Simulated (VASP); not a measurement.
# TaN (I4/mmm) in VASP: notebook

TaN is run at these levels: PBEsol; tasks: single point.

Everything below comes from runs of VASP 6.6.1. Logs are shortened: lines on timing, memory, paths and dates and some standing lists are left out, and cuts for length are marked.

### 1 The cell of the first run

It takes space group I4/mmm (No. 139, tetragonal). Conventional cell: a = 3.005 Å, b = 3.005 Å, c = 4.576 Å, α = 90.00°, β = 90.00°, γ = 90.00°. Ta (site symmetry 4/mmm) has 6 N at 2.12 to 2.29 Å within 2.8 Å. Within 2.8 Å of N (site symmetry 4/mmm) lie 6 Ta at 2.12 to 2.29 Å.

### 2 Single point, PBEsol (strain -0.025 along x and y, +0.050 along z)

The input, INCAR:

```
  ALGO = Normal
  EDIFF = 1E-6
  ENCUT = 520
  GGA = PS
  ISIF = 2
  ISMEAR = 0
  LASPH = True
  LCHARG = False
  LREAL = False
  LWAVE = False
  NBANDS = 15
  NELM = 80
  PREC = Accurate
  SIGMA = 0.15
```

The input, KPOINTS:

```
k-points
0
Gamma
  18 18 18
```

The input, POSCAR:

```
TaN
1.0
    0.0000000000      2.1245250000      2.2879500000
    2.1245250000      0.0000000000      2.2879500000
    2.1245250000      2.1245250000      0.0000000000
Ta N
1 1
Direct
    0.5000000000      0.5000000000      0.5000000000
    0.0000000000      0.0000000000      0.0000000000
```

Potentials or basis: VASP PAW PBE potentials, release 64 (Ta_pv, N).

Run with:

```bash
cat potpaw_PBE.64/Ta_pv/POTCAR potpaw_PBE.64/N/POTCAR > POTCAR
mpirun -np 1 vasp_std > vasp.out
```

OUTCAR:

```text
EDIFF = 1E-6
   ENCUT = 520
   GGA = PS
   ISIF = 2
   ISMEAR = 0
   LASPH = True
   LREAL = False
   NELM = 80
   PREC = Accurate

 ion  position               nearest neighbor table
   1  0.500  0.500  0.500-   2 2.12   2 2.12   2 2.12   2 2.12   2 2.29   2 2.29
   2  0.000  0.000  0.000-   1 2.12   1 2.12   1 2.12   1 2.12   1 2.29   1 2.29

  LATTYP: Found a body centered tetragonal cell.
 ALAT       =     3.0045320686
 C/A-ratio  =     1.5229992210

  Lattice vectors:

 A1 = (  -2.1245250000,   0.0000000000,   2.2879500000)
 A2 = (   2.1245250000,   0.0000000000,   2.2879500000)
 A3 = (   0.0000000000,   2.1245250000,  -2.2879500000)

Analysis of symmetry for initial positions (statically):
=====================================================================
 Subroutine PRICEL returns:
 Original cell was already a primitive cell.

 Routine SETGRP: Setting up the symmetry group for a
 body centered tetragonal supercell.

 Subroutine GETGRP returns: Found 16 space group operations
 (whereof 16 operations were pure point group operations)
 out of a pool of 16 trial point group operations.

The static configuration has the point symmetry D_4h.

Analysis of symmetry for dynamics (positions and initial velocities):
=====================================================================
 Subroutine PRICEL returns:
 Original cell was already a primitive cell.

 Routine SETGRP: Setting up the symmetry group for a
 body centered tetragonal supercell.

 Subroutine GETGRP returns: Found 16 space group operations
 (whereof 16 operations were pure point group operations)
 out of a pool of 16 trial point group operations.

The dynamic configuration has the point symmetry D_4h.

 Subroutine INISYM returns: Found 16 space group operations
 (whereof 16 operations are pure point group operations),
 and found     1 'primitive' translations

----------------------------------------------------------------------------------------

                                     Primitive cell

  volume of cell :      20.6538

  direct lattice vectors                    reciprocal lattice vectors
     0.000000000  2.124525000  2.287950000    -0.235346725  0.235346725  0.218536244
     2.124525000  0.000000000  2.287950000     0.235346725 -0.235346725  0.218536244
     2.124525000  2.124525000  0.000000000     0.235346725  0.235346725 -0.218536244

  length of vectors
     3.122230241  3.122230241  3.004532069     0.398163599  0.398163599  0.398163599

  position of ions in fractional coordinates (direct lattice)
     0.500000000  0.500000000  0.500000000
     0.000000000  0.000000000  0.000000000

  ion indices of the primitive-cell ions
   primitive index   ion index
                 1           1
                 2           2

----------------------------------------------------------------------------------------

 KPOINTS: k-points

Automatic generation of k-mesh.
 Grid dimensions read from file:
 generate k-points for:   18   18   18

 Generating k-lattice:

  Cartesian coordinates                     Fractional coordinates (reciprocal lattice)
    -0.013074818  0.013074818  0.012140902     0.055555556  0.000000000  0.000000000
     0.013074818 -0.013074818  0.012140902     0.000000000  0.055555556  0.000000000
     0.013074818  0.013074818 -0.012140902    -0.000000000 -0.000000000  0.055555556

  Length of vectors
     0.022120200  0.022120200  0.022120200

  Shift w.r.t. Gamma in fractional coordinates (k-lattice)
     0.000000000  0.000000000  0.000000000

 Subroutine IBZKPT returns following result:
 ===========================================

 Found    480 irreducible k-points:

 Following reciprocal coordinates:
            Coordinates               Weight
  0.000000  0.000000  0.000000      1.000000
  0.055556 -0.000000  0.000000      8.000000
  0.111111 -0.000000  0.000000      8.000000
  0.166667  0.000000  0.000000      8.000000
  0.222222  0.000000  0.000000      8.000000
  0.277778  0.000000  0.000000      8.000000
[... 16 lines left out ...]
 -0.277778  0.055556  0.000000      8.000000
 -0.222222  0.055556  0.000000      8.000000
 [... further k-points ...]
   k-points           NKPTS =    480   k-points in BZ     NKDIM =    480   number of bands    NBANDS=     15
   number of dos      NEDOS =    301   number of ions     NIONS =      2
   total plane-waves  NPLWV =  13824
   dimension x,y,z NGX =    24 NGY =   24 NGZ =   24
   dimension x,y,z NGXF=    48 NGYF=   48 NGZF=   48
   ions per type =               1   1
   NGX,Y,Z   is equivalent  to a cutoff of  12.78, 12.78, 13.28 a.u.
   NGXF,Y,Z  is equivalent  to a cutoff of  25.56, 25.56, 26.56 a.u.
 SYSTEM =  unknown system
   PREC   = accura    normal or accurate (medium, high low for compatibility)
   ISTART =      0    job   : 0-new  1-cont  2-samecut
   ICHARG =      2    charge: 1-file 2-atom 10-const
   ISPIN  =      1    spin polarized calculation?
   LNONCOLLINEAR =      F non collinear calculations
   LSORBIT =      F    spin-orbit coupling
   LASPH  =      T    aspherical Exc in radial PAW
   ENCUT  =  520.0 eV  38.22 Ry    6.18 a.u.   5.81  5.81  5.59*2*pi/ulx,y,z
   NELM   =     80;   NELMIN=  2; NELMDL= -5     # of ELM steps
   EDIFF  = 0.1E-05   stopping-criterion for ELM
   LREAL  =      F    real-space projection
   EDIFFG = 0.1E-04   stopping-criterion for IOM
   NSW    =      0    number of steps for IOM
   IBRION =     -1    ionic relax: 0-MD 1-quasi-New 2-CG
   NFREE  =      0    steps in history (QN), initial steepest desc. (CG)
   ISIF   =      2    stress and relaxation
   ISYM   =      2    0-nonsym 1-usesym 2-fastsym
   POTIM  = 0.5000    time-step for ionic-motion
   TEBEG  =    0.0;   TEEND  =   0.0 temperature during run
   PSTRESS=    0.0 pullay stress
   NELECT =      16.0000    total number of electrons
   NUPDOWN=      -1.0000    fix difference up-down
   EMIN   =  10.00;   EMAX   =-10.00  energy-range for DOS
   EFERMI =   0.00;   METHOD = LEGACY
   ISMEAR =     0;   SIGMA  =   0.15  broadening in eV -4-tet -1-fermi 0-gaus
   EFERMI_NEDOS =   21; number of points for ismear=-14 and -15
   IALGO  =     38    algorithm
   IMIX   =      4    mixing-type and parameters
     AMIX     =   0.40;   BMIX     =  1.00
     AMIX_MAG =   1.60;   BMIX_MAG =  1.00
  volume/ion in A,a.u.               =      10.33        69.69
  Fermi-wavevector in a.u.,A,eV,Ry     =   1.503539  2.841277 30.757740  2.260630
  Thomas-Fermi vector in A             =   2.614636
   LORBIT       =      0    0 simple, 1 ext, 2 COOP (PROOUT), +10 PAW based schemes
   GGA     = PS    functional components
   LHFCALC =     F    Hartree Fock is set to
   AEXX    =    0.0000 exact exchange contribution
   IVDW    =     0    specifies the selected vdW correction
   LEPSILON=     F    determine dielectric tensor
   LRPA    =     F    only Hartree local field effects (RPA)
 non-spin polarized calculation
 Gauss-broadening in eV      SIGMA  =   0.15
  energy-cutoff  :      520.00
  volume of cell :       20.65
 maximum number of plane-waves:       576
   NGX = 11   NGY = 11   NGZ = 11

 number of electron      15.9999999 magnetization

 Free energy of the ion-electron system (eV)
  ---------------------------------------------------
  ext. energy  EPLUGINS =         0.00000000
  ---------------------------------------------------
  free energy    TOTEN  =       -23.07319361 eV

  energy without entropy =      -23.06340386  energy(sigma->0) =      -23.06829874

 E-fermi :   9.6653     XC(G=0): -13.7404

 val. band max:        9.6640873564   @ k =  -0.2778   0.0000   0.1111
 cond. band min:       9.6660657945   @ k =  -0.2778  -0.0000   0.2222
 fundamental gap:      0.0019784381
 Fermi energy:         9.6653406326

 k-point     1 :       0.0000    0.0000    0.0000
  band No.  band energies     occupation
      1     -25.9383      2.00000
      2     -25.9044      2.00000
      3     -25.9044      2.00000
      4      -9.3691      2.00000
      5       5.6117      2.00000
      6       5.9350      2.00000
      7       5.9350      2.00000
      8       6.8872      2.00000
      9       7.8580      2.00000
     10       7.8580      2.00000
     11       8.5813      2.00000
     12      10.2757      0.00000
     13      12.2650      0.00000
     14      19.1596      0.00000
     15      22.1804      0.00000

 k-point     2 :       0.0556   -0.0000    0.0000
  band No.  band energies     occupation
      1     -25.9549      2.00000
      2     -25.9246      2.00000
      3     -25.9055      2.00000
      4      -9.2870      2.00000
      5       5.2485      2.00000
      6       5.5171      2.00000
      7       5.6497      2.00000
      8       7.1478      2.00000
      9       7.9627      2.00000
     10       7.9893      2.00000
     11       8.9202      2.00000
     12      10.6254      0.00000
     13      12.4934      0.00000
     14      19.4048      0.00000
     15      22.1802      0.00000

 k-point     3 :       0.1111   -0.0000    0.0000
  band No.  band energies     occupation
      1     -26.0391      2.00000
      2     -25.9449      2.00000
      3     -25.9087      2.00000
      4      -9.0482      2.00000
      5       4.4158      2.00000
      6       4.7943      2.00000
      7       5.0102      2.00000
      8       7.5889      2.00000
      9       8.2111      2.00000
     10       8.2284      2.00000
     11       9.7470      0.44128
     12      11.4992      0.00000
     13      13.1011      0.00000
     14      20.0956      0.00000
     15      22.1797      0.00000

 k-point     4 :       0.1667    0.0000    0.0000
  band No.  band energies     occupation
      1     -26.1759      2.00000
      2     -25.9651      2.00000
      3     -25.9135      2.00000
      4      -8.6735      2.00000
      5       3.4099      2.00000
      6       4.0728      2.00000
      7       4.2838      2.00000
      8       8.1106      2.00000
      9       8.4854      2.00000
     10       8.6219      2.00000
     11      10.7703      0.00000
     12      12.6399      0.00000
     13      13.9214      0.00000
     14      21.0845      0.00000
     15      22.1787      0.00000
[... 307 lines left out ...]
 k-point    22 :      -0.3333    0.0556    0.0000
  band No.  band energies     occupation
      1     -26.7235      2.00000
      2     -26.0676      2.00000
      3     -25.9233      2.00000
      4      -6.8173      2.00000
      5       0.1612      2.00000
      6       2.2241      2.00000
      7       2.3439      2.00000
      8       9.9148      0.01865
      9      10.3535      0.00000
     10      11.3892      0.00000
     11      13.2731      0.00000
     12      16.1864      0.00000
     13      17.3815      0.00000
     14      21.9207      0.00000
     15      22.2880      0.00000

 k-point    23 :      -0.2778    0.0556    0.0000
  band No.  band energies     occupation
      1     -26.5865      2.00000
      2     -26.0464      2.00000
      3     -25.9147      2.00000
      4      -7.3465      2.00000
      5       0.9720      2.00000
      6       2.5963      2.00000
      7       2.7612      2.00000
      8       9.3047      1.99933
      9       9.7198      0.60752
     10      10.5797      0.00000
     11      12.3509      0.00000
     12      16.0684      0.00000
     13      16.3024      0.00000
     14      22.1078      0.00000
     15      22.4141      0.00000

 k-point    24 :      -0.2222    0.0556    0.0000
  band No.  band energies     occupation
      1     -26.4264      2.00000
      2     -26.0214      2.00000
      3     -25.9076      2.00000
      4      -7.8923      2.00000
      5       1.9026      2.00000
      6       3.0960      2.00000
      7       3.2898      2.00000
      8       8.8487      2.00000
      9       9.1240      2.00000
     10       9.7410      0.47577
     11      11.3078      0.00000
     12      15.0801      0.00000
     13      15.5266      0.00000
     14      22.1559      0.00000
     15      22.3880      0.00000

 [... further k-points ...]
[... 5 lines left out ...]
  --------------------------------------------------------------------------------------
  -------------------------------------------------------------------------------------
  Total        3.0923043      3.0923043     -1.8220988      0.0000000      0.0000000      0.0000000
  in kB      239.8792022    239.8792022   -141.3455992      0.0000000      0.0000000      0.0000000
  external PRESSURE =     112.8042684 kB  Pullay stress =       0.0000000 kB

 VOLUME and BASIS-vectors are now :
 -----------------------------------------------------------------------------
  energy-cutoff  :      520.00
  volume of cell :       20.65
      direct lattice vectors                 reciprocal lattice vectors
     0.000000000  2.124525000  2.287950000    -0.235346725  0.235346725  0.218536244
     2.124525000  0.000000000  2.287950000     0.235346725 -0.235346725  0.218536244
     2.124525000  2.124525000  0.000000000     0.235346725  0.235346725 -0.218536244

 POSITION                                       TOTAL-FORCE (eV/Angst)
 -----------------------------------------------------------------------------------
      2.12453      2.12453      2.28795        -0.000000      0.000000     -0.000000
      0.00000      0.00000      0.00000         0.000000     -0.000000      0.000000
 -----------------------------------------------------------------------------------
    total drift:                                0.000000     -0.000000     -0.000000

  FREE ENERGIE OF THE ION-ELECTRON SYSTEM (eV)
  ---------------------------------------------------
  free  energy   TOTEN  =       -23.0731936123 eV

  energy  without entropy=      -23.0634038631  energy(sigma->0) =      -23.06829874
```

Wall time 3.1 min (1 thread of Intel Xeon 8259CL, shared host); peak memory 0.27 GiB.

Results:

```
Free energy            : -23.0732 eV
Pressure               : 11.3 GPa
Band gap on the k mesh : zero (bands 8 and 9 overlap by 3.90 eV)
```

Levels at points of the mesh, in eV from the Fermi level:
| k point | band 4 | band 5 | band 6 | band 7 | band 8 | band 9 | band 10 | band 11 | band 12 | band 13 |
| --- | --- | --- | --- | --- | --- | --- | --- | --- | --- | --- |
| (0.00, 0.00, 0.00) | -19.03 | -4.05 | -3.73 | -3.73 | -2.78 | -1.81 | -1.81 | -1.08 | 0.61 | 2.60 |
| (0.50, 0.00, 0.00) | -15.72 | -10.61 | -7.85 | -7.80 | 1.86 | 2.13 | 2.48 | 3.87 | 6.69 | 8.91 |
| (0.50, 0.50, 0.00) | -17.82 | -7.14 | -5.59 | -4.40 | -4.40 | 2.22 | 3.73 | 3.73 | 4.73 | 7.05 |
| (0.50, 0.00, 0.50) | -17.75 | -6.36 | -5.66 | -4.89 | -4.60 | 1.95 | 3.18 | 4.32 | 5.37 | 7.45 |

Caveat: the cell differs from its parent crystal (strain -0.025 along x and y, +0.050 along z); the stress differs along the axes, from -14 to 24 GPa; the PAW data sets were made with another functional, which shifts forces and pressure a little; spin-orbit coupling is left out, which moves the levels of the heavy elements.

(Part 1 of 2 ends here.)
